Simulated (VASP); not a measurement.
Here is a VASP 6.6.1 calculation.

INCAR

```
ALGO = Normal
EDIFF = 1E-6
ENCUT = 520
GGA = PE
ISIF = 2
ISMEAR = 0
LASPH = T
LCHARG = F
LREAL = F
LWAVE = F
NBANDS = 26
NELM = 80
PREC = Accurate
SIGMA = 0.1
```

The input KPOINTS:

```
k-points
0
Gamma
  4 4 2
```

Contents of POSCAR:

```
GeSbTe3
1.0
    4.1538039500      0.0000000000      0.0000000000
    0.0000000000      5.8058455900      0.0000000000
    0.0000000000      0.0000000000      7.5463139100
Ge Sb Te
1 1 3
Direct
    0.0000000000      0.5000000000      0.0000000000
    0.5000000000      0.0000000000      0.0000000000
    0.5000000000      0.0000000000      0.2865190000
    0.5000000000      0.0000000000      0.7134810000
    0.0000000000      0.5000000000      0.5000000000
```

Potentials or basis: VASP PAW PBE potentials, release 64 (Ge_d, Sb, Te).

Launch:

```bash
$ cat potpaw_PBE.64/Ge_d/POTCAR potpaw_PBE.64/Sb/POTCAR potpaw_PBE.64/Te/POTCAR > POTCAR
$ mpirun -np 1 vasp_std > vasp.out
```

Task: Predict the pressure.

Result: 14.5 GPa.

Task: Estimate the band gap on the k mesh.

Result: Zero (an odd number of electrons rules out a gap without spin polarisation).

Task: Predict the largest force.

Result: 12.551 eV/Å.

Forces in eV/Å, atoms in the order of the input:
```
Ge    0.000   0.000   0.000
Sb    0.000   0.000   0.000
Te    0.000   0.000  12.551
Te    0.000   0.000 -12.551
Te    0.000   0.000   0.000
```

Caveat: the k points lie up to 0.42 Å⁻¹ apart, too coarse for converged energies and pressures of a metal; spin-orbit coupling is left out, which moves the levels of the heavy elements; forces of over 1 eV/Å act on the atoms, so gaps and moduli don't describe the material at rest.
